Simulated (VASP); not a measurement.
# Al2O3 (P-3m1) in VASP: further runs

Al2O3 is run at these levels: PBE; tasks: single point.

All numbers are computed with VASP 6.6.1; they aren't measurements. Logs are shortened: lines on timing, memory, paths and dates and some standing lists are left out, and cuts for length are marked.

**1. The cell of the first run**

Symmetry: P-3m1, No. 164, trigonal system. Conventional cell: a = 2.829 Å, b = 2.829 Å, c = 7.377 Å, α = 90.00°, β = 90.00°, γ = 120.00°. Within 2.3 Å of Al (site symmetry 3m) lie 6 O at 1.76 to 2.12 Å. O (site symmetry -3m) has 6 Al at 2.12 Å and 12 O at 2.59 to 2.83 Å within 2.9 Å. O (site symmetry 3m) has 3 Al at 1.76 Å within 2.3 Å.

**2. Single point, PBE (10.23 Å³/atom)**

INCAR

```
PREC = Accurate
ENCUT = 520
EDIFF = 1E-6
ISMEAR = 0
SIGMA = 0.01
LREAL = F
LASPH = T
NELM = 60
ALGO = Normal
ISIF = 2
LWAVE = F
LCHARG = F
GGA = PE
NBANDS = 20
```

KPOINTS

```
Automatic mesh
0
Gamma
  9 9 4
```

POSCAR

```
Al2O3
1.0
    2.8292693869      0.0000000000      0.0000000000
   -1.4146346934      2.4502191632      0.0000000000
    0.0000000000      0.0000000000      7.3765572042
Al O
2 3
Direct
    0.3333333333      0.6666666667      0.1827987277
    0.6666666667      0.3333333333      0.8172012723
    0.0000000000      0.0000000000      0.0000000000
    0.3333333333      0.6666666667      0.7268084417
    0.6666666667      0.3333333333      0.2731915583
```

Potentials or basis: VASP PAW PBE potentials, release 64 (Al, O).

Started as:

```
cat potpaw_PBE.64/Al/POTCAR potpaw_PBE.64/O/POTCAR > POTCAR
mpirun -np 1 vasp_std > vasp.out
```

OUTCAR:

```text
PREC = Accurate
   ENCUT = 520
   EDIFF = 1E-6
   ISMEAR = 0
   LREAL = F
   LASPH = T
   NELM = 60
   ISIF = 2
   GGA = PE

 ion  position               nearest neighbor table
   1  0.333  0.667  0.183-   5 1.76   5 1.76   5 1.76   3 2.12   3 2.12   3 2.12   2 3.15   2 3.15
                             2 3.15
   2  0.667  0.333  0.817-   4 1.76   4 1.76   4 1.76   3 2.12   3 2.12   3 2.12   1 3.15   1 3.15
                             1 3.15
   3  0.000  0.000  0.000-   1 2.12   2 2.12   1 2.12   2 2.12   2 2.12   1 2.12
   4  0.333  0.667  0.727-   2 1.76   2 1.76   2 1.76
   5  0.667  0.333  0.273-   1 1.76   1 1.76   1 1.76

  LATTYP: Found a hexagonal cell.
 ALAT       =     2.8292693869
 C/A-ratio  =     2.6072304173

  Lattice vectors:

 A1 = (   2.8292693869,   0.0000000000,   0.0000000000)
 A2 = (  -1.4146346934,   2.4502191632,   0.0000000000)
 A3 = (   0.0000000000,   0.0000000000,   7.3765572042)

Analysis of symmetry for initial positions (statically):
=====================================================================
 Subroutine PRICEL returns:
 Original cell was already a primitive cell.

 Routine SETGRP: Setting up the symmetry group for a
 hexagonal supercell.

 Subroutine GETGRP returns: Found 12 space group operations
 (whereof 12 operations were pure point group operations)
 out of a pool of 24 trial point group operations.

The static configuration has the point symmetry D_3d.

Analysis of symmetry for dynamics (positions and initial velocities):
=====================================================================
 Subroutine PRICEL returns:
 Original cell was already a primitive cell.

 Routine SETGRP: Setting up the symmetry group for a
 hexagonal supercell.

 Subroutine GETGRP returns: Found 12 space group operations
 (whereof 12 operations were pure point group operations)
 out of a pool of 24 trial point group operations.

The dynamic configuration has the point symmetry D_3d.

 Subroutine INISYM returns: Found 12 space group operations
 (whereof 12 operations are pure point group operations),
 and found     1 'primitive' translations

----------------------------------------------------------------------------------------

                                     Primitive cell

  volume of cell :      51.1367

  direct lattice vectors                    reciprocal lattice vectors
     2.829269387  0.000000000  0.000000000     0.353448139  0.204063378  0.000000000
    -1.414634693  2.450219163  0.000000000     0.000000000  0.408126757  0.000000000
     0.000000000  0.000000000  7.376557204     0.000000000  0.000000000  0.135564596

  length of vectors
     2.829269387  2.829269387  7.376557204     0.408126757  0.408126757  0.135564596

  position of ions in fractional coordinates (direct lattice)
     0.333333333  0.666666667  0.182798728
     0.666666667  0.333333333  0.817201272
     0.000000000  0.000000000  0.000000000
     0.333333333  0.666666667  0.726808442
     0.666666667  0.333333333  0.273191558

  ion indices of the primitive-cell ions
   primitive index   ion index
                 1           1
                 2           2
                 3           3
                 4           4
                 5           5

----------------------------------------------------------------------------------------

 KPOINTS: Automatic mesh

Automatic generation of k-mesh.
 Grid dimensions read from file:
 generate k-points for:    9    9    4

 Generating k-lattice:

  Cartesian coordinates                     Fractional coordinates (reciprocal lattice)
     0.039272015  0.022673709  0.000000000     0.111111111  0.000000000  0.000000000
     0.000000000  0.045347417  0.000000000     0.000000000  0.111111111  0.000000000
     0.000000000  0.000000000  0.033891149     0.000000000  0.000000000  0.250000000

  Length of vectors
     0.045347417  0.045347417  0.033891149

  Shift w.r.t. Gamma in fractional coordinates (k-lattice)
     0.000000000  0.000000000  0.000000000

 Subroutine IBZKPT returns following result:
 ===========================================

 Found     43 irreducible k-points:

 Following reciprocal coordinates:
            Coordinates               Weight
  0.000000  0.000000  0.000000      1.000000
  0.111111 -0.000000  0.000000      6.000000
  0.222222  0.000000  0.000000      6.000000
  0.333333  0.000000  0.000000      6.000000
  0.444444  0.000000  0.000000      6.000000
  0.111111  0.111111  0.000000      6.000000
[... 16 lines left out ...]
  0.222222  0.111111  0.250000     12.000000
 -0.111111  0.333333  0.250000     12.000000
 [... further k-points ...]
   k-points           NKPTS =     43   k-points in BZ     NKDIM =     43   number of bands    NBANDS=     20
   number of dos      NEDOS =    301   number of ions     NIONS =      5
   total plane-waves  NPLWV =  32256
   dimension x,y,z NGX =    24 NGY =   24 NGZ =   56
   dimension x,y,z NGXF=    48 NGYF=   48 NGZF=  112
   ions per type =               2   3
   NGX,Y,Z   is equivalent  to a cutoff of  14.10, 14.10, 12.62 a.u.
   NGXF,Y,Z  is equivalent  to a cutoff of  28.20, 28.20, 25.24 a.u.
 SYSTEM =  unknown system
   PREC   = accura    normal or accurate (medium, high low for compatibility)
   ISTART =      0    job   : 0-new  1-cont  2-samecut
   ICHARG =      2    charge: 1-file 2-atom 10-const
   ISPIN  =      1    spin polarized calculation?
   LNONCOLLINEAR =      F non collinear calculations
   LSORBIT =      F    spin-orbit coupling
   LASPH  =      T    aspherical Exc in radial PAW
   ENCUT  =  520.0 eV  38.22 Ry    6.18 a.u.   5.26  5.26 13.72*2*pi/ulx,y,z
   NELM   =     60;   NELMIN=  2; NELMDL= -5     # of ELM steps
   EDIFF  = 0.1E-05   stopping-criterion for ELM
   LREAL  =      F    real-space projection
   EDIFFG = 0.1E-04   stopping-criterion for IOM
   NSW    =      0    number of steps for IOM
   IBRION =     -1    ionic relax: 0-MD 1-quasi-New 2-CG
   NFREE  =      0    steps in history (QN), initial steepest desc. (CG)
   ISIF   =      2    stress and relaxation
   ISYM   =      2    0-nonsym 1-usesym 2-fastsym
   POTIM  = 0.5000    time-step for ionic-motion
   TEBEG  =    0.0;   TEEND  =   0.0 temperature during run
   PSTRESS=    0.0 pullay stress
   NELECT =      24.0000    total number of electrons
   NUPDOWN=      -1.0000    fix difference up-down
   EMIN   =  10.00;   EMAX   =-10.00  energy-range for DOS
   EFERMI =   0.00;   METHOD = LEGACY
   ISMEAR =     0;   SIGMA  =   0.01  broadening in eV -4-tet -1-fermi 0-gaus
   EFERMI_NEDOS =   21; number of points for ismear=-14 and -15
   IALGO  =     38    algorithm
   IMIX   =      4    mixing-type and parameters
     AMIX     =   0.40;   BMIX     =  1.00
     AMIX_MAG =   1.60;   BMIX_MAG =  1.00
  volume/ion in A,a.u.               =      10.23        69.02
  Fermi-wavevector in a.u.,A,eV,Ry     =   1.272236  2.404177 22.022170  1.618584
  Thomas-Fermi vector in A             =   2.405125
   LORBIT       =      0    0 simple, 1 ext, 2 COOP (PROOUT), +10 PAW based schemes
   GGA     = PE    functional components
   LHFCALC =     F    Hartree Fock is set to
   AEXX    =    0.0000 exact exchange contribution
   IVDW    =     0    specifies the selected vdW correction
   LEPSILON=     F    determine dielectric tensor
   LRPA    =     F    only Hartree local field effects (RPA)
 non-spin polarized calculation
 Gauss-broadening in eV      SIGMA  =   0.01
  energy-cutoff  :      520.00
  volume of cell :       51.14
 maximum number of plane-waves:      1396
 NGX is ok and might be reduce to    24
   NGX = 11   NGY = 11   NGZ = 27

 number of electron      24.0000008 magnetization

 Free energy of the ion-electron system (eV)
  ---------------------------------------------------
  ext. energy  EPLUGINS =         0.00000000
  ---------------------------------------------------
  free energy    TOTEN  =       -36.35237776 eV

  energy without entropy =      -36.35237776  energy(sigma->0) =      -36.35237776

 E-fermi :   3.8316     XC(G=0): -10.3037

 val. band max:        3.7554987886   @ k =   0.1111   0.1111   0.0000
 cond. band min:       9.0514570210   @ k =   0.0000   0.0000   0.0000
 fundamental gap:      5.2959582325
 Fermi energy:         3.8316327817

 k-point     1 :       0.0000    0.0000    0.0000
  band No.  band energies     occupation
      1     -15.6601      2.00000
      2     -14.2529      2.00000
      3     -13.0807      2.00000
      4      -1.5959      2.00000
      5       1.2489      2.00000
      6       1.9923      2.00000
[... 12 lines left out ...]
     19      18.3525      0.00000
     20      20.3473      0.00000

 k-point     2 :       0.1111   -0.0000    0.0000
  band No.  band energies     occupation
      1     -15.4963      2.00000
      2     -14.1310      2.00000
      3     -13.0220      2.00000
      4      -1.5220      2.00000
      5       0.7892      2.00000
      6       1.7511      2.00000
[... 12 lines left out ...]
     19      18.6818      0.00000
     20      19.0419      0.00000

 k-point     3 :       0.2222    0.0000    0.0000
  band No.  band energies     occupation
      1     -15.0372      2.00000
      2     -13.8050      2.00000
      3     -12.8872      2.00000
      4      -1.4877      2.00000
      5      -0.4222      2.00000
      6       0.6935      2.00000
[... 12 lines left out ...]
     19      18.1468      0.00000
     20      18.4949      0.00000

 k-point     4 :       0.3333    0.0000    0.0000
  band No.  band energies     occupation
      1     -14.3916      2.00000
      2     -13.4004      2.00000
      3     -12.7930      2.00000
      4      -2.1363      2.00000
      5      -1.3851      2.00000
      6      -0.5285      2.00000
[... 12 lines left out ...]
     19      17.5937      0.00000
     20      18.8471      0.00000

 k-point     5 :       0.4444    0.0000    0.0000
  band No.  band energies     occupation
      1     -13.7973      2.00000
      2     -13.1365      2.00000
      3     -12.8355      2.00000
      4      -2.8938      2.00000
      5      -1.8356      2.00000
      6      -1.2801      2.00000
[... 12 lines left out ...]
     19      17.7754      0.00000
     20      19.2600      0.00000

 k-point     6 :       0.1111    0.1111    0.0000
  band No.  band energies     occupation
      1     -15.1845      2.00000
      2     -13.9066      2.00000
      3     -12.9247      2.00000
      4      -1.4537      2.00000
      5       0.0241      2.00000
      6       0.9617      2.00000
[... 12 lines left out ...]
     19      18.3590      0.00000
     20      18.4864      0.00000

 k-point     7 :       0.2222    0.1111    0.0000
  band No.  band energies     occupation
      1     -14.6286      2.00000
      2     -13.5375      2.00000
      3     -12.8077      2.00000
      4      -1.6756      2.00000
      5      -1.0432      2.00000
      6      -0.0399      2.00000
[... 12 lines left out ...]
     19      17.6439      0.00000
     20      18.3512      0.00000
[... 277 lines left out ...]
 k-point    20 :       0.4444    0.0000    0.2500
  band No.  band energies     occupation
      1     -13.7981      2.00000
      2     -13.1311      2.00000
      3     -12.8407      2.00000
      4      -2.8999      2.00000
      5      -1.8172      2.00000
      6      -1.2653      2.00000
[... 12 lines left out ...]
     19      17.6120      0.00000
     20      19.1924      0.00000

 k-point    21 :       0.0000    0.4444    0.2500
  band No.  band energies     occupation
      1     -13.7957      2.00000
      2     -13.1425      2.00000
      3     -12.8314      2.00000
      4      -2.9093      2.00000
      5      -1.8228      2.00000
      6      -1.2577      2.00000
[... 12 lines left out ...]
     19      17.7829      0.00000
     20      19.2006      0.00000

 k-point    22 :       0.1111    0.1111    0.2500
  band No.  band energies     occupation
      1     -15.1804      2.00000
      2     -13.9215      2.00000
      3     -12.9124      2.00000
      4      -1.4790      2.00000
      5       0.0733      2.00000
      6       0.8841      2.00000
[... 12 lines left out ...]
     19      18.2850      0.00000
     20      18.8311      0.00000

 k-point    23 :       0.2222    0.1111    0.2500
  band No.  band energies     occupation
      1     -14.6254      2.00000
      2     -13.5484      2.00000
      3     -12.7994      2.00000
      4      -1.6687      2.00000
      5      -1.0130      2.00000
      6      -0.0339      2.00000
[... 12 lines left out ...]
     19      17.6699      0.00000
     20      18.5012      0.00000

 k-point    24 :      -0.1111    0.3333    0.2500
  band No.  band energies     occupation
      1     -14.6251      2.00000
      2     -13.5503      2.00000
      3     -12.7977      2.00000
      4      -1.6770      2.00000
      5      -1.0452      2.00000
      6      -0.0278      2.00000
[... 12 lines left out ...]
     19      17.4940      0.00000
     20      18.6035      0.00000

 [... further k-points ...]
[... 5 lines left out ...]
  --------------------------------------------------------------------------------------
  -------------------------------------------------------------------------------------
  Total        4.6600815      4.6600815      2.5568714      0.0000000     -0.0000000      0.0000000
  in kB      146.0061495    146.0061495     80.1099601      0.0000000     -0.0000000      0.0000000
  external PRESSURE =     124.0407531 kB  Pullay stress =       0.0000000 kB

 VOLUME and BASIS-vectors are now :
 -----------------------------------------------------------------------------
  energy-cutoff  :      520.00
  volume of cell :       51.14
      direct lattice vectors                 reciprocal lattice vectors
     2.829269387  0.000000000  0.000000000     0.353448139  0.204063378  0.000000000
    -1.414634693  2.450219163  0.000000000     0.000000000  0.408126757  0.000000000
     0.000000000  0.000000000  7.376557204     0.000000000  0.000000000  0.135564596

 POSITION                                       TOTAL-FORCE (eV/Angst)
 -----------------------------------------------------------------------------------
     -0.00000      1.63348      1.34843        -0.000000      0.000000     -0.183629
      1.41463      0.81674      6.02813        -0.000000      0.000000      0.183629
      0.00000      0.00000      0.00000        -0.000000      0.000000      0.000000
     -0.00000      1.63348      5.36134        -0.000000      0.000000     -0.757685
      1.41463      0.81674      2.01521         0.000000      0.000000      0.757685
 -----------------------------------------------------------------------------------
    total drift:                                0.000000      0.000000     -0.000000

  FREE ENERGIE OF THE ION-ELECTRON SYSTEM (eV)
  ---------------------------------------------------
  free  energy   TOTEN  =       -36.3523777598 eV

  energy  without entropy=      -36.3523777598  energy(sigma->0) =      -36.35237776
```

It took 38 s on 1 thread of Intel Xeon 8259CL, shared host; peak memory 0.19 GiB.

What came out:

| Property | Result |
| --- | --- |
| Free energy | -36.3524 eV |
| Pressure | 12.4 GPa |
| Largest force | 0.758 eV/Å |
| Band gap on the k mesh | 5.30 eV (least direct gap 5.46 eV) |

Forces on the atoms (eV/Å):
```
Al   0.000  0.000 -0.184
Al   0.000  0.000  0.184
O    0.000  0.000  0.000
O    0.000  0.000 -0.758
O    0.000  0.000  0.758
```

Stress tensor (GPa, compression positive):
```
14.60  0.00  0.00
 0.00 14.60  0.00
 0.00  0.00  8.01
```

Levels at points of the mesh, in eV from the valence-band top:
| k point | band 9 | band 10 | band 11 | band 12 | band 13 | band 14 | band 15 | band 16 |
| --- | --- | --- | --- | --- | --- | --- | --- | --- |
| (0.00, 0.00, 0.00) | -1.35 | -0.78 | -0.78 | -0.16 | 5.30 | 8.06 | 8.90 | 11.58 |
| (0.00, 0.00, 0.50) | -1.35 | -0.79 | -0.79 | -0.70 | 5.82 | 7.72 | 8.57 | 12.10 |

Caveat: the stress differs along the axes, from 8 to 15 GPa.

**3. Single point, PBE (10.55 Å³/atom)**

This run uses another cell than the first one, of 10.55 Å³/atom.

INCAR

```
SYSTEM = Al2O3
PREC     = Accurate       ! precision mode
ENCUT    = 520            ! plane-wave cutoff, eV
EDIFF    = 1E-6           ! SCF threshold, eV
ISMEAR   = 0              ! smearing method
SIGMA    = 0.01           ! smearing width, eV
LREAL    = .False.        ! projectors in reciprocal space
LASPH    = .True.         ! aspherical terms in the spheres
NELM     = 100            ! most SCF steps
ALGO     = Normal         ! electronic algorithm
ISIF     = 2              ! what is computed and relaxed
LWAVE    = .False.        ! write WAVECAR
LCHARG   = .False.        ! write CHGCAR
GGA      = PE             ! functional
NBANDS   = 20             ! bands
```

KPOINTS

```
Automatic mesh
0
Gamma
  9 9 4
  0 0 0
```

POSCAR: that of step 2 with these lines changed.

```diff
@@ -2,5 +2,5 @@
 1.0
-    2.8292693869      0.0000000000      0.0000000000
-   -1.4146346934      2.4502191632      0.0000000000
-    0.0000000000      0.0000000000      7.3765572042
+    2.8590533586      0.0000000000      0.0000000000
+   -1.4295266793      2.4760128393      0.0000000000
+    0.0000000000      0.0000000000      7.4542108813
 Al O
```

Potentials or basis: VASP PAW PBE potentials, release 64 (Al, O).

Started as:

```
cat potpaw_PBE.64/Al/POTCAR potpaw_PBE.64/O/POTCAR > POTCAR
mpirun -np 1 vasp_std > vasp.out
```

Run time: 50 s. Hardware: 1 thread of Intel Xeon 8259CL, shared host; peak memory 0.19 GiB.

The run converged. Its results:

```yaml
Free_energy: -36.4462 eV
Pressure: 5.8 GPa
Largest_force: 0.340 eV/Å
Band_gap_on_the_k_mesh: 5.01 eV (least direct gap 5.16 eV)
```

Forces in eV/Å, atoms in the order of the input:
```
Al   0.000  0.000 -0.063
Al   0.000  0.000  0.063
O    0.000  0.000  0.000
O    0.000  0.000 -0.340
O    0.000  0.000  0.340
```

Stress tensor (GPa, compression positive):
```
6.83 0.00 0.00
0.00 6.83 0.00
0.00 0.00 3.60
```

Levels at points of the mesh, in eV from the valence-band top:
```tsv
k point	band 9	band 10	band 11	band 12	band 13	band 14	band 15	band 16
(0.00, 0.00, 0.00)	-1.34	-0.77	-0.77	-0.15	5.01	7.86	8.52	11.38
(0.00, 0.00, 0.50)	-1.34	-0.77	-0.77	-0.65	5.52	7.43	8.32	11.83
```

Caveat: the cell stands under pressure.

[end of part 1 of 2]
